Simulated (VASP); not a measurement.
Crystal: Na.

```
Na
1.0
     3.70832    0.00000    0.00000
    -1.23611    3.49624    0.00000
    -1.23611   -1.74812    3.02783
Na
1
Direct
  0.00000 0.00000 0.00000
```

```yaml
Program: VASP 6.6.1
Task: relaxation of cell and atoms
Functional: LDA
Potentials_or_basis: VASP PAW LDA potentials, release 64 (Na_pv)
Cutoff: 500 eV
k_mesh: 7 × 7 × 7
Occupations: gaussian, width 0.1 eV
Spin: no spin polarisation
```

At the start: pressure -1.1 GPa; volume 39.26 Å³/atom.

**Question.** Where does the relaxation end?

**Answer.** Over 3 steps the energy falls by 24.1 meV/atom and the volume is 33.22 Å³/atom (-15.4 %); space group Im-3m (No. 229, to 0.05 Å).

Step by step:
| step | energy change (eV) | largest force (eV/Å) | pressure (GPa) | volume (Å³) |
| --- | --- | --- | --- | --- |
| 1 | 0.0000 | 0.0000 | -1.14 | 39.26 |
| 2 | -0.0102 | 0.0000 | -0.94 | 37.68 |
| 3 | -0.0241 | 0.0000 | 0.01 | 33.22 |

Final structure:
```xyz
1
Lattice="3.5076 0.0000 0.0000 -1.1692 3.3070 0.0000 -1.1692 -1.6535 2.8640" Properties=species:S:1:pos:R:3 pbc="T T T"
Na    0.0000    0.0000    0.0000
```

Caveat: the volume moved by over 15 % at a fixed basis, so the end points are rough; the volume moved by -15 % from the deposited cell, more than functionals usually miss.
